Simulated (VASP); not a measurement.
A run of VASP 6.6.1:

The input INCAR:

```
PREC = Accurate ; ENCUT = 520
EDIFF = 1E-8 ; ISMEAR = -1
SIGMA = 0.05 ; LREAL = False
LASPH = True ; NELM = 60
ALGO = Normal ; ISIF = 2
LWAVE = False ; LCHARG = False
LEFG = True ; NBANDS = 18
```

Contents of KPOINTS:

```
Automatic mesh
0
Gamma
  10 10 10
```

POSCAR

```
YHg
1.0
    3.0151022758      0.0000000000      0.0000000000
    0.0000000000      3.0151022758      0.0000000000
    0.0000000000      0.0000000000      3.0151022758
Y Hg
1 1
Direct
    0.5000000000      0.5000000000      0.5000000000
    0.0000000000      0.0000000000      0.0000000000
```

Potentials or basis: VASP PAW LDA potentials, release 64 (Y_sv, Hg).

Command:

```sh
$ cat potpaw_LDA.64/Y_sv/POTCAR potpaw_LDA.64/Hg/POTCAR > POTCAR
$ mpirun -np 1 vasp_std > vasp.out
```

Hardware: 1 thread of Intel(R) Xeon(R) Platinum 8375C CPU @ 2.90GHz (Ice Lake), with other jobs on the host.

Question: Estimate the wall time of this run.

Answer: Wall time 17 s on 1 thread of Intel(R) Xeon(R) Platinum 8375C CPU @ 2.90GHz (Ice Lake), on a shared host, peak memory 0.16 GiB. Counts: scf iterations 14, k points 56.
